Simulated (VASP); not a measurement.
# Sn8O14F (a cell with a defect) in VASP: notebook

Sn8O14F (a cell with a defect) is run at these levels: PBE; tasks: single point.

Everything below comes from runs of VASP 6.6.1. Logs are shortened: lines on timing, memory, paths and dates and some standing lists are left out, and cuts for length are marked.

## 1. The cell of the first run

The cell holds a defect, 23 atoms: a = 6.701 Å, b = 6.701 Å, c = 6.373 Å, α = 90.00°, β = 90.00°, γ = 90.00°.

## 2. Single point, PBE

INCAR reads:

```
SYSTEM = Sn8O14F
PREC = Accurate
ENCUT = 520
EDIFF = 1E-7
ISMEAR = 0
SIGMA = 0.02
LREAL = Auto
LASPH = .TRUE.
NELM = 100
ALGO = Normal
ISIF = 2
LWAVE = .FALSE.
LCHARG = .FALSE.
GGA = PE
NBANDS = 118
NELECT = 202.0
```

KPOINTS reads:

```
regular mesh
0
G
  2 2 2
  0 0 0
```

POSCAR reads:

```
Sn8O14F
1.0
   -4.7380000000     -4.7380000000      0.0000000000
    4.7380000000     -4.7380000000      0.0000000000
    0.0000000000      0.0000000000      6.3730000000
Sn O F
8 14 1
Direct
    0.5050769312      0.5025997256      0.0048241017
    0.0118149008      0.4966108062      0.2518267692
    0.5035908611      0.5025302870      0.4998270830
   -0.0040376741      0.4955733432      0.7533442649
    0.0175732377     -0.0045202617      0.0013519536
    0.4246235753      0.0035944491      0.2323359485
   -0.0241937526     -0.0028910933      0.5019460223
    0.5051272689      0.0032340650      0.7304018516
    0.1988189109      0.4918326298     -0.0054850149
    0.0153256648      0.1893636556      0.2488937706
    0.8093374842      0.5055704939      0.0097241488
    0.0227909455      0.8041571338      0.2511758983
    0.1979178978      0.4921342339      0.5098288090
   -0.0275593077      0.1884227522      0.7585118469
    0.8091299071      0.5020271211      0.4962085360
   -0.0110799916      0.8039172647      0.7560833203
    0.4873429717      0.6999672858      0.2500958732
    0.4966628324      0.3040611017      0.2498360270
    0.6754698185     -0.0024888138      0.4711796642
    0.5079822710      0.7011059519      0.7551173702
    0.2828161672      0.0078786408      0.5178156284
    0.5153805403      0.3043478261      0.7554203672
    0.6928677712     -0.0034127269      0.0068772948
```

Potentials or basis: VASP PAW PBE potentials, release 64 (Sn_d, O, F).

On the command line:

```bash
cat potpaw_PBE.64/Sn_d/POTCAR potpaw_PBE.64/O/POTCAR potpaw_PBE.64/F/POTCAR > POTCAR
mpirun -np 1 vasp_std > vasp.out
```

OUTCAR:

```text
SYSTEM = Sn8O14F
   PREC = Accurate
   ENCUT = 520
   EDIFF = 1E-7
   ISMEAR = 0
   LREAL = Auto
   LASPH = .TRUE.
   NELM = 100
   ISIF = 2
   GGA = PE
   NELECT = 202.0

 ion  position               nearest neighbor table
   1  0.505  0.503  0.005-  11 2.04  17 2.05  18 2.05   9 2.05  22 2.07  20 2.07   3 3.15   3 3.22
                             4 3.66   2 3.66   6 3.68   6 3.70   2 3.74
   2  0.012  0.497  0.252-  11 2.06  10 2.06  12 2.06  13 2.06   9 2.06  15 2.07   4 3.18   4 3.20
                             3 3.65   1 3.66   5 3.70   7 3.71   5 3.72   7 3.72   1 3.74   3 3.75
   3  0.504  0.503  0.500-  15 2.05  13 2.05  17 2.07  18 2.08  20 2.10  22 2.10   1 3.15   1 3.22
                             8 3.65   2 3.65   8 3.66   4 3.67   2 3.75
   4  0.996  0.496  0.753-   9 2.05  11 2.06  13 2.06  15 2.06  14 2.06  16 2.07   2 3.18   2 3.20
                             1 3.66   3 3.67   5 3.71   7 3.71   5 3.71   7 3.73
   5  0.018  0.995  0.001-  16 2.03  14 2.04  10 2.04  12 2.04  23 2.18   6 3.10   7 3.20   7 3.20
                             8 3.70   2 3.70   4 3.71   4 3.71   2 3.72
   6  0.425  0.004  0.232-  21 2.05  18 2.07  17 2.08  19 2.27  23 2.30   5 3.10   8 3.22   8 3.24
                             7 3.46   1 3.68   1 3.70
   7  0.976  0.997  0.502-  19 2.02  21 2.06  16 2.08  14 2.08  12 2.08  10 2.08   5 3.20   5 3.20
                             6 3.46   8 3.47   4 3.71   2 3.71   2 3.72   4 3.73
   8  0.505  0.003  0.730-  19 2.01  21 2.01  22 2.03  20 2.03  23 2.17   6 3.22   6 3.24   7 3.47
                             3 3.65   3 3.66   5 3.70
   9  0.199  0.492  0.995-   4 2.05   1 2.05   2 2.06
  10  0.015  0.189  0.249-   5 2.04   2 2.06   7 2.08
  11  0.809  0.506  0.010-   1 2.04   2 2.06   4 2.06
  12  0.023  0.804  0.251-   5 2.04   2 2.06   7 2.08
  13  0.198  0.492  0.510-   3 2.05   4 2.06   2 2.06
  14  0.972  0.188  0.759-   5 2.04   4 2.06   7 2.08
  15  0.809  0.502  0.496-   3 2.05   4 2.06   2 2.07
  16  0.989  0.804  0.756-   5 2.03   4 2.07   7 2.08
  17  0.487  0.700  0.250-   1 2.05   3 2.07   6 2.08
  18  0.497  0.304  0.250-   1 2.05   6 2.07   3 2.08
  19  0.675  0.998  0.471-   8 2.01   7 2.02   6 2.27
  20  0.508  0.701  0.755-   8 2.03   1 2.07   3 2.10
  21  0.283  0.008  0.518-   8 2.01   6 2.05   7 2.06
  22  0.515  0.304  0.755-   8 2.03   1 2.07   3 2.10
  23  0.693  0.997  0.007-   8 2.17   5 2.18   6 2.30

  LATTYP: Found a simple tetragonal cell.
 ALAT       =     6.7005438585
 C/A-ratio  =     0.9511168249

  Lattice vectors:

 A1 = (  -4.7380000000,  -4.7380000000,   0.0000000000)
 A2 = (   4.7380000000,  -4.7380000000,   0.0000000000)
 A3 = (   0.0000000000,   0.0000000000,   6.3730000000)

Analysis of symmetry for initial positions (statically):
=====================================================================
 Subroutine PRICEL returns:
 Original cell was already a primitive cell.

 Routine SETGRP: Setting up the symmetry group for a
 simple tetragonal supercell.

 Subroutine GETGRP returns: Found  1 space group operations
 (whereof  1 operations were pure point group operations)
 out of a pool of 16 trial point group operations.

The static configuration has the point symmetry C_1 .

Analysis of symmetry for dynamics (positions and initial velocities):
=====================================================================
 Subroutine PRICEL returns:
 Original cell was already a primitive cell.

 Routine SETGRP: Setting up the symmetry group for a
 simple tetragonal supercell.

 Subroutine GETGRP returns: Found  1 space group operations
 (whereof  1 operations were pure point group operations)
 out of a pool of 16 trial point group operations.

The dynamic configuration has the point symmetry C_1 .

 Subroutine INISYM returns: Found  1 space group operations
 (whereof  1 operations are pure point group operations),
 and found     1 'primitive' translations

----------------------------------------------------------------------------------------

                                     Primitive cell

  volume of cell :     286.1304

  direct lattice vectors                    reciprocal lattice vectors
    -4.738000000 -4.738000000  0.000000000    -0.105529759 -0.105529759  0.000000000
     4.738000000 -4.738000000  0.000000000     0.105529759 -0.105529759  0.000000000
     0.000000000  0.000000000  6.373000000     0.000000000  0.000000000  0.156911972
[... 56 lines left out ...]

 KPOINTS: regular mesh

Automatic generation of k-mesh.
 Grid dimensions read from file:
 generate k-points for:    2    2    2

 Generating k-lattice:

  Cartesian coordinates                     Fractional coordinates (reciprocal lattice)
    -0.052764880 -0.052764880  0.000000000     0.500000000  0.000000000  0.000000000
     0.052764880 -0.052764880  0.000000000     0.000000000  0.500000000  0.000000000
     0.000000000  0.000000000  0.078455986     0.000000000  0.000000000  0.500000000

  Length of vectors
     0.074620808  0.074620808  0.078455986

  Shift w.r.t. Gamma in fractional coordinates (k-lattice)
     0.000000000  0.000000000  0.000000000

 Subroutine IBZKPT returns following result:
 ===========================================

 Found      8 irreducible k-points:

 Following reciprocal coordinates:
            Coordinates               Weight
  0.000000  0.000000  0.000000      1.000000
  0.500000  0.000000  0.000000      1.000000
  0.000000  0.500000  0.000000      1.000000
  0.500000  0.500000  0.000000      1.000000
  0.000000  0.000000  0.500000      1.000000
  0.500000  0.000000  0.500000      1.000000
  0.000000  0.500000  0.500000      1.000000
  0.500000  0.500000  0.500000      1.000000
   k-points           NKPTS =      8   k-points in BZ     NKDIM =      8   number of bands    NBANDS=    118
   number of dos      NEDOS =    301   number of ions     NIONS =     23
   total plane-waves  NPLWV = 120000
   dimension x,y,z NGX =    50 NGY =   50 NGZ =   48
   dimension x,y,z NGXF=   100 NGYF=  100 NGZF=   96
   ions per type =               8  14   1
   NGX,Y,Z   is equivalent  to a cutoff of  12.41, 12.41, 12.52 a.u.
   NGXF,Y,Z  is equivalent  to a cutoff of  24.81, 24.81, 25.04 a.u.
 SYSTEM =  Sn8O14F
   PREC   = accura    normal or accurate (medium, high low for compatibility)
   ISTART =      0    job   : 0-new  1-cont  2-samecut
   ICHARG =      2    charge: 1-file 2-atom 10-const
   ISPIN  =      1    spin polarized calculation?
   LNONCOLLINEAR =      F non collinear calculations
   LSORBIT =      F    spin-orbit coupling
   LASPH  =      T    aspherical Exc in radial PAW
   ENCUT  =  520.0 eV  38.22 Ry    6.18 a.u.  12.46 12.46 11.85*2*pi/ulx,y,z
   NELM   =    100;   NELMIN=  2; NELMDL= -5     # of ELM steps
   EDIFF  = 0.1E-06   stopping-criterion for ELM
   LREAL  =      T    real-space projection
   EDIFFG = 0.1E-05   stopping-criterion for IOM
   NSW    =      0    number of steps for IOM
   IBRION =     -1    ionic relax: 0-MD 1-quasi-New 2-CG
   NFREE  =      0    steps in history (QN), initial steepest desc. (CG)
   ISIF   =      2    stress and relaxation
   ISYM   =      2    0-nonsym 1-usesym 2-fastsym
   POTIM  = 0.5000    time-step for ionic-motion
   TEBEG  =    0.0;   TEEND  =   0.0 temperature during run
   PSTRESS=    0.0 pullay stress
   NELECT =     202.0000    total number of electrons
   NUPDOWN=      -1.0000    fix difference up-down
   EMIN   =  10.00;   EMAX   =-10.00  energy-range for DOS
   EFERMI =   0.00;   METHOD = LEGACY
   ISMEAR =     0;   SIGMA  =   0.02  broadening in eV -4-tet -1-fermi 0-gaus
   EFERMI_NEDOS =   21; number of points for ismear=-14 and -15
   IALGO  =     38    algorithm
   IMIX   =      4    mixing-type and parameters
     AMIX     =   0.40;   BMIX     =  1.00
     AMIX_MAG =   1.60;   BMIX_MAG =  1.00
  volume/ion in A,a.u.               =      12.44        83.95
  Fermi-wavevector in a.u.,A,eV,Ry     =   1.457708  2.754669 28.911201  2.124913
  Thomas-Fermi vector in A             =   2.574478
   LORBIT       =      0    0 simple, 1 ext, 2 COOP (PROOUT), +10 PAW based schemes
   GGA     = PE    functional components
   LHFCALC =     F    Hartree Fock is set to
   AEXX    =    0.0000 exact exchange contribution
   IVDW    =     0    specifies the selected vdW correction
   LEPSILON=     F    determine dielectric tensor
   LRPA    =     F    only Hartree local field effects (RPA)
 non-spin polarized calculation
 Gauss-broadening in eV      SIGMA  =   0.02
  energy-cutoff  :      520.00
  volume of cell :      286.13
 maximum number of plane-waves:      7760
 NGX is ok and might be reduce to    50
   NGX = 25   NGY = 25   NGZ = 23

 number of electron     201.9999968 magnetization

 Free energy of the ion-electron system (eV)
  ---------------------------------------------------
  ext. energy  EPLUGINS =         0.00000000
  ---------------------------------------------------
  free energy    TOTEN  =      -144.86846666 eV

  energy without entropy =     -144.86846666  energy(sigma->0) =     -144.86846666

 E-fermi :   6.8597     XC(G=0): -11.0798

 val. band max:        6.6766115179   @ k =   0.5000   0.5000   0.5000
 cond. band min:       7.9039188744   @ k =   0.0000   0.0000   0.5000
 fundamental gap:      1.2273073565
 Fermi energy:         6.8597107492

 k-point     1 :       0.0000    0.0000    0.0000
  band No.  band energies     occupation
      1     -17.6974      2.00000
      2     -15.0796      2.00000
      3     -15.0707      2.00000
      4     -14.9923      2.00000
      5     -14.7667      2.00000
      6     -14.7157      2.00000
[... 917 lines left out ...]
    112      13.9655      0.00000
    113      14.4551      0.00000
 [bands above 113 left out]

------------------------ aborting loop because EDIFF is reached ----------------------------------------

  FORCE on cell =-STRESS in cart. coord.  units (eV):
  Direction    XX          YY          ZZ          XY          YZ          ZX
  --------------------------------------------------------------------------------------
  -------------------------------------------------------------------------------------
  Total        2.8319880      3.3970692      7.2774529     -0.1801335      1.3635692      1.2910504
  in kB       15.8576183     19.0217710     40.7498449     -1.0086514      7.6352582      7.2291921
  external PRESSURE =      25.2097447 kB  Pullay stress =       0.0000000 kB

 VOLUME and BASIS-vectors are now :
 -----------------------------------------------------------------------------
  energy-cutoff  :      520.00
  volume of cell :      286.13
      direct lattice vectors                 reciprocal lattice vectors
    -4.738000000 -4.738000000  0.000000000    -0.105529759 -0.105529759  0.000000000
     4.738000000 -4.738000000  0.000000000     0.105529759 -0.105529759  0.000000000
     0.000000000  0.000000000  6.373000000     0.000000000  0.000000000  0.156911972

 POSITION                                       TOTAL-FORCE (eV/Angst)
 -----------------------------------------------------------------------------------
     -0.01174     -4.77437      0.03074        -0.001485      0.025298     -0.011965
      2.29696     -2.40892      1.60489         0.097792      0.058499      0.007829
     -0.00503     -4.76700      3.18540         0.012219      0.048750      0.026359
     -2.37084     -7.06690      4.80106         0.018376     -0.018426      0.005656
      4.63332     -4.79985      0.00862        -0.322539     -0.405578     -0.062574
     -1.99484     -2.02890      1.48068        -0.293559     -0.244689      0.013567
[... 15 lines left out ...]
     -0.99987     -3.88387      4.81429         0.051872      0.071508      0.028803
      1.43902     -8.00464      0.04383        -0.311212     -0.256525     -0.042102
 -----------------------------------------------------------------------------------
    total drift:                                0.007365     -0.003851      0.001526

  FREE ENERGIE OF THE ION-ELECTRON SYSTEM (eV)
  ---------------------------------------------------
  free  energy   TOTEN  =      -144.8684666635 eV

  energy  without entropy=     -144.8684666635  energy(sigma->0) =     -144.86846666
```

It took 7.3 min on 1 thread of Intel Xeon Platinum 8259CL at 2.50GHz (Skylake/Cascade Lake), shared host; peak memory 0.44 GiB.

What came out:

```
Free energy   : -144.8685 eV
Largest force : 0.522 eV/Å
```

Forces on the atoms (eV/Å):
```
Sn  -0.001  0.025 -0.012
Sn   0.098  0.058  0.008
Sn   0.012  0.049  0.026
Sn   0.018 -0.018  0.006
Sn  -0.323 -0.406 -0.063
Sn  -0.294 -0.245  0.014
Sn   0.061  0.040 -0.066
Sn   0.149  0.193  0.203
O    0.014  0.006  0.044
O    0.204  0.095  0.012
O    0.035  0.060 -0.046
O    0.112  0.157 -0.019
O    0.033 -0.001 -0.032
O   -0.022 -0.092 -0.048
O    0.064  0.048  0.054
O    0.003  0.001 -0.036
O   -0.016 -0.028 -0.006
O   -0.051 -0.002 -0.008
O    0.091  0.099  0.099
O    0.047  0.085  0.034
O    0.023  0.060 -0.150
O    0.052  0.072  0.029
F   -0.311 -0.257 -0.042
```

Caveat: the k points lie up to 0.49 Å⁻¹ apart; the cell carries a net charge on a neutralising background, which shifts energy and pressure; the cell is charged against a uniform background, so pressure and absolute levels hang on convention; spin-orbit coupling is left out, which moves the levels of the heavy elements.

## 3. Single point, PBE

INCAR reads:

```
SYSTEM = Sn8O14F
PREC     = Accurate       ! precision mode
ENCUT    = 520            ! plane-wave cutoff, eV
EDIFF    = 1E-7           ! SCF threshold, eV
ISMEAR   = 0              ! smearing method
SIGMA    = 0.02           ! smearing width, eV
LREAL    = Auto         
LASPH    = .TRUE.         ! aspherical terms in the spheres
NELM     = 80             ! most SCF steps
ALGO     = Normal         ! electronic algorithm
ISIF     = 2              ! what is computed and relaxed
LWAVE    = .FALSE.        ! write WAVECAR
LCHARG   = .FALSE.        ! write CHGCAR
GGA      = PE             ! functional
NELECT   = 202.0        
NBANDS   = 118            ! bands
```

KPOINTS is that of step 2.

POSCAR reads:

```
Sn8O14F
1.0
   -4.7380000000     -4.7380000000      0.0000000000
    4.7380000000     -4.7380000000      0.0000000000
    0.0000000000      0.0000000000      6.3730000000
Sn O F
8 14 1
Direct
    0.5050755593      0.5026063740      0.0048270830
    0.0118166948      0.4966007809      0.2518259846
    0.5035876952      0.5025516041      0.4998313196
   -0.0040454833      0.4955619460      0.7533430096
    0.0176207260     -0.0045244829      0.0013420681
    0.4246254749      0.0036102786      0.2323444218
   -0.0241827775     -0.0029081891      0.5019411580
    0.5051685310      0.0032483115      0.7303982426
    0.1988147953      0.4918223934     -0.0054887808
    0.0153404390      0.1893560574      0.2488995763
    0.8093331575      0.5055465386      0.0097280716
    0.0227768046      0.8041482693      0.2511700926
    0.1979139932      0.4921440481      0.5098316335
   -0.0275844238      0.1884134656      0.7585008630
    0.8091238919      0.5020274377      0.4962039856
   -0.0111015196      0.8039079780      0.7560830064
    0.4873374842      0.6999774166      0.2500917935
    0.4966501688      0.3040739764      0.2498463832
    0.6754725623     -0.0024824821      0.4711647576
    0.5079802659      0.7011210426      0.7551270987
    0.2828223934      0.0078675602      0.5178358701
    0.5153684044      0.3043584846      0.7554169151
    0.6928648164     -0.0034127269      0.0068769810
```

Potentials or basis: VASP PAW PBE potentials, release 64 (Sn_d, O, F).

On the command line:

```bash
cat potpaw_PBE.64/Sn_d/POTCAR potpaw_PBE.64/O/POTCAR potpaw_PBE.64/F/POTCAR > POTCAR
mpirun -np 1 vasp_std > vasp.out
```

Run time: 14 min. Hardware: 1 thread of Intel Xeon 8259CL, shared host; peak memory 0.45 GiB.

Results (log left out):

```
Free energy   : -144.8685 eV
Largest force : 0.523 eV/Å
```

Forces in eV/Å, atoms in the order of the input:
```
Sn  -0.002  0.026 -0.012
Sn   0.098  0.059  0.008
Sn   0.013  0.049  0.026
Sn   0.018 -0.019  0.007
Sn  -0.322 -0.408 -0.061
Sn  -0.294 -0.244  0.014
Sn   0.061  0.042 -0.068
Sn   0.151  0.195  0.202
O    0.014  0.006  0.044
O    0.204  0.095  0.012
O    0.035  0.060 -0.046
O    0.112  0.157 -0.019
O    0.033 -0.001 -0.032
O   -0.022 -0.092 -0.047
O    0.064  0.048  0.054
O    0.002  0.001 -0.036
O   -0.016 -0.028 -0.005
O   -0.051 -0.002 -0.008
O    0.091  0.098  0.098
O    0.047  0.085  0.034
O    0.022  0.060 -0.151
O    0.052  0.071  0.029
F   -0.311 -0.257 -0.042
```

Levels at points of the mesh, in eV from the Fermi level:
```tsv
k point	band 99	band 100	band 101	band 102	band 103	band 104
(0.00, 0.00, 0.00)	-1.64	-1.46	-0.97	1.61	2.04	2.48
(0.50, 0.00, 0.00)	-1.41	-1.26	-0.78	1.16	2.15	3.17
(0.00, 0.50, 0.00)	-1.54	-1.36	-0.35	2.13	2.34	2.83
(0.50, 0.50, 0.00)	-1.40	-1.35	-0.58	1.82	2.99	3.23
(0.00, 0.00, 0.50)	-1.45	-1.21	-0.61	1.04	2.28	3.45
(0.50, 0.00, 0.50)	-1.42	-1.16	-0.77	1.30	2.05	3.55
(0.00, 0.50, 0.50)	-1.33	-1.29	-0.22	2.02	2.74	3.48
(0.50, 0.50, 0.50)	-1.52	-1.50	-0.18	2.08	2.36	4.27
```

Caveat: the k points lie up to 0.49 Å⁻¹ apart; the cell carries a net charge on a neutralising background, which shifts energy and pressure; the cell is charged against a uniform background, so pressure and absolute levels hang on convention; spin-orbit coupling is left out, which moves the levels of the heavy elements.

[end of part 1 of 2]
